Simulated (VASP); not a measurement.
# Si4Cl (P1) in VASP: single point with PBE

Aim: the single point of Si4Cl with PBE.

Everything below comes from runs of VASP 6.6.1. Logs are shortened: lines on timing, memory, paths and dates and some standing lists are left out, and cuts for length are marked.

## 1. The cell of the first run

The typed cell holds 10 atoms: a = 5.885 Å, b = 6.075 Å, c = 7.019 Å, α = 79.73°, β = 78.81°, γ = 72.00°.

## 2. Single point, PBE

INCAR reads:

```
SYSTEM = Si4Cl
PREC = Accurate
ENCUT = 520
EDIFF = 1E-6
ISMEAR = 0
SIGMA = 0.1
LREAL = .False.
LASPH = .True.
NELM = 100
ALGO = Normal
ISIF = 2
LWAVE = .False.
LCHARG = .False.
GGA = PE
NBANDS = 34
```

KPOINTS reads:

```
Automatic mesh
0
Gamma
  4 4 4
  0 0 0
```

POSCAR reads:

```
Si4Cl
1.0
    5.8848591143      0.0000000000      0.0000000000
    1.8774290545      5.7774686016      0.0000000000
    1.3614971703      0.8738523242      6.8296295014
Si Cl
8 2
Direct
    0.1829988024      0.9883040204      0.3595249020
    0.4707894589      0.6861515093      0.8649768090
    0.7151319476      0.9380584737      0.7211627184
    0.4388618125      0.2377211891      0.2277116566
    0.1312881780      0.9058145587      0.7073428948
    0.7695282927      0.0200916458      0.3825578983
    0.5691773878      0.2748479019      0.8882372839
    0.4061101976      0.6431397178      0.2136055777
    0.0567847818      0.2373447670      0.8294343458
    0.7593291408      0.5685262162      0.3054459132
```

Potentials or basis: VASP PAW PBE potentials, release 64 (Si, Cl).

The run is started by

```sh
$ cat potpaw_PBE.64/Si/POTCAR potpaw_PBE.64/Cl/POTCAR > POTCAR
$ mpirun -np 1 vasp_std > vasp.out
```

OUTCAR:

```text
SYSTEM = Si4Cl
   PREC = Accurate
   ENCUT = 520
   EDIFF = 1E-6
   ISMEAR = 0
   LREAL = .False.
   LASPH = .True.
   NELM = 100
   ISIF = 2
   GGA = PE

 ion  position               nearest neighbor table
   1  0.183  0.988  0.360-   6 2.36   5 2.38   8 2.39   4 2.41
   2  0.471  0.686  0.865-   7 2.37   8 2.38   3 2.38   5 2.38
   3  0.715  0.938  0.721-   6 2.32   5 2.38   2 2.38   7 2.38
   4  0.439  0.238  0.228-   6 2.33   7 2.35   8 2.40   1 2.41
   5  0.131  0.906  0.707-   9 2.22   3 2.38   1 2.38   2 2.38
   6  0.770  0.020  0.383-   3 2.32   4 2.33   1 2.36
   7  0.569  0.275  0.888-   4 2.35   2 2.37   3 2.38   9 2.76
   8  0.406  0.643  0.214-  10 2.19   2 2.38   1 2.39   4 2.40
   9  0.057  0.237  0.829-   5 2.22   7 2.76
  10  0.759  0.569  0.305-   8 2.19

  Warning from LATTYP: Got some problem with cell dimensions!
  Tried to take original basis but could not verify dimensions!
  LATTYP: Found a triclinic cell.
 ALAT       =     5.8848591143
 B/A-ratio  =     1.1948054190
 C/A-ratio  =     1.1926585383
 COS(alpha) =     0.0082563714
 COS(beta)  =     0.1939833929
 COS(gamma) =     0.5699446715

  Lattice vectors:

 A1 = (  -5.8848591143,   0.0000000000,   0.0000000000)
 A2 = (  -4.0074300598,   5.7774686016,   0.0000000000)
 A3 = (  -1.3614971703,  -0.8738523242,  -6.8296295014)

Analysis of symmetry for initial positions (statically):
=====================================================================
 Subroutine PRICEL returns:
 Original cell was already a primitive cell.

 Routine SETGRP: Setting up the symmetry group for a
 triclinic supercell.

 Subroutine GETGRP returns: Found  1 space group operations
 (whereof  1 operations were pure point group operations)
 out of a pool of  2 trial point group operations.

The static configuration has the point symmetry C_1 .

Analysis of symmetry for dynamics (positions and initial velocities):
=====================================================================
 Subroutine PRICEL returns:
 Original cell was already a primitive cell.

 Routine SETGRP: Setting up the symmetry group for a
 triclinic supercell.

 Subroutine GETGRP returns: Found  1 space group operations
 (whereof  1 operations were pure point group operations)
 out of a pool of  2 trial point group operations.

The dynamic configuration has the point symmetry C_1 .

[... 114 lines left out ...]
   EDIFF  = 0.1E-05   stopping-criterion for ELM
   LREAL  =      F    real-space projection
   EDIFFG = 0.1E-04   stopping-criterion for IOM
   NSW    =      0    number of steps for IOM
   IBRION =     -1    ionic relax: 0-MD 1-quasi-New 2-CG
   NFREE  =      0    steps in history (QN), initial steepest desc. (CG)
   ISIF   =      2    stress and relaxation
   ISYM   =      2    0-nonsym 1-usesym 2-fastsym
   POTIM  = 0.5000    time-step for ionic-motion
   TEBEG  =    0.0;   TEEND  =   0.0 temperature during run
   PSTRESS=    0.0 pullay stress
   NELECT =      46.0000    total number of electrons
   NUPDOWN=      -1.0000    fix difference up-down
   EMIN   =  10.00;   EMAX   =-10.00  energy-range for DOS
   EFERMI =   0.00;   METHOD = LEGACY
   ISMEAR =     0;   SIGMA  =   0.10  broadening in eV -4-tet -1-fermi 0-gaus
   EFERMI_NEDOS =   21; number of points for ismear=-14 and -15
   IALGO  =     38    algorithm
   IMIX   =      4    mixing-type and parameters
     AMIX     =   0.40;   BMIX     =  1.00
     AMIX_MAG =   1.60;   BMIX_MAG =  1.00
  volume/ion in A,a.u.               =      23.22       156.70
  Fermi-wavevector in a.u.,A,eV,Ry     =   0.954342  1.803444 12.391748  0.910768
  Thomas-Fermi vector in A             =   2.083079
   LORBIT       =      0    0 simple, 1 ext, 2 COOP (PROOUT), +10 PAW based schemes
   GGA     = PE    functional components
   LHFCALC =     F    Hartree Fock is set to
   AEXX    =    0.0000 exact exchange contribution
   IVDW    =     0    specifies the selected vdW correction
   LEPSILON=     F    determine dielectric tensor
   LRPA    =     F    only Hartree local field effects (RPA)
 non-spin polarized calculation
 Gauss-broadening in eV      SIGMA  =   0.10
  energy-cutoff  :      520.00
  volume of cell :      232.20
 maximum number of plane-waves:      6304
 NGX is ok and might be reduce to    48
   NGX = 21   NGY = 23   NGZ = 27

 number of electron      46.0000000 magnetization

 Free energy of the ion-electron system (eV)
  ---------------------------------------------------
  ext. energy  EPLUGINS =         0.00000000
  ---------------------------------------------------
  free energy    TOTEN  =       -45.95629540 eV

  energy without entropy =      -45.93629628  energy(sigma->0) =      -45.94629584

 E-fermi :   4.7841     XC(G=0):  -8.6888

 val. band max:        4.7619219379   @ k =   0.2500   0.0000   0.2500
 cond. band min:       4.7960791852   @ k =   0.2500   0.2500   0.2500
 fundamental gap:      0.0341572473
 Fermi energy:         4.7841188107

 k-point     1 :       0.0000    0.0000    0.0000
  band No.  band energies     occupation
      1     -12.2488      2.00000
      2     -12.0107      2.00000
      3      -6.8049      2.00000
      4      -5.1550      2.00000
      5      -4.8085      2.00000
      6      -3.9681      2.00000
[... 877 lines left out ...]
     33       8.3991      0.00000
     34       8.9397      0.00000

 [... further k-points ...]
[... 5 lines left out ...]
  --------------------------------------------------------------------------------------
  -------------------------------------------------------------------------------------
  Total       -0.0251144     -1.0222361      0.1342415     -0.2727308      0.1282950     -0.0177346
  in kB       -0.1732855     -7.0532776      0.9262466     -1.8818024      0.8852166     -0.1223663
  external PRESSURE =      -2.1001055 kB  Pullay stress =       0.0000000 kB

 VOLUME and BASIS-vectors are now :
 -----------------------------------------------------------------------------
  energy-cutoff  :      520.00
  volume of cell :      232.20
      direct lattice vectors                 reciprocal lattice vectors
     5.884859114  0.000000000  0.000000000     0.169927602 -0.055219169 -0.026810027
     1.877429055  5.777468602  0.000000000     0.000000000  0.173086185 -0.022146409
     1.361497170  0.873852324  6.829629501     0.000000000  0.000000000  0.146420827

 POSITION                                       TOTAL-FORCE (eV/Angst)
 -----------------------------------------------------------------------------------
      3.42188      6.02407      2.45542        -0.074065     -0.103213      0.091733
      5.23639      4.72008      5.90747        -0.092316     -0.068648      0.033068
      6.95145      6.04979      4.92527         0.117234      0.071421      0.022051
      3.33897      1.57241      1.55519        -0.065064     -0.006856     -0.063080
      3.43626      5.85143      4.83089         0.003153     -0.010704     -0.046095
      5.08714      0.45038      2.61273         0.110028     -0.005511      0.059694
      5.07487      2.36411      6.06633        -0.251976     -0.004533      0.108730
      3.88817      3.90238      1.45885         0.062242     -0.033370     -0.024431
      1.90904      2.09606      5.66473         0.182318      0.040029     -0.055023
      5.95178      3.55156      2.08608         0.008445      0.121386     -0.126647
 -----------------------------------------------------------------------------------
    total drift:                               -0.000297      0.000289      0.000106

  FREE ENERGIE OF THE ION-ELECTRON SYSTEM (eV)
  ---------------------------------------------------
  free  energy   TOTEN  =       -45.9562954017 eV

  energy  without entropy=      -45.9362962842  energy(sigma->0) =      -45.94629584
```

stdout:

```text
POSCAR found type information on POSCAR SiCl
 POSCAR found :  2 types and      10 ions
 scaLAPACK will be used
 LDA part: xc-table for (Slater+PW92), standard interpolation
 POSCAR, INCAR and KPOINTS ok, starting setup
 FFT: planning ... GRIDC
 FFT: planning ... GRID_SOFT
 FFT: planning ... GRID
 WAVECAR not read
 entering main loop
```

Wall time 8.8 min (1 thread of Intel Xeon 8259CL, shared host); peak memory 0.46 GiB.

What came out:

```yaml
Free_energy: -45.9563 eV
Pressure: -0.2 GPa
Largest_force: 0.274 eV/Å
Band_gap_on_the_k_mesh: zero (bands 23 and 24 overlap by 0.95 eV)
```

Forces on the atoms (eV/Å):
```
Si  -0.074 -0.103  0.092
Si  -0.092 -0.069  0.033
Si   0.117  0.071  0.022
Si  -0.065 -0.007 -0.063
Si   0.003 -0.011 -0.046
Si   0.110 -0.006  0.060
Si  -0.252 -0.005  0.109
Si   0.062 -0.033 -0.024
Cl   0.182  0.040 -0.055
Cl   0.008  0.121 -0.127
```
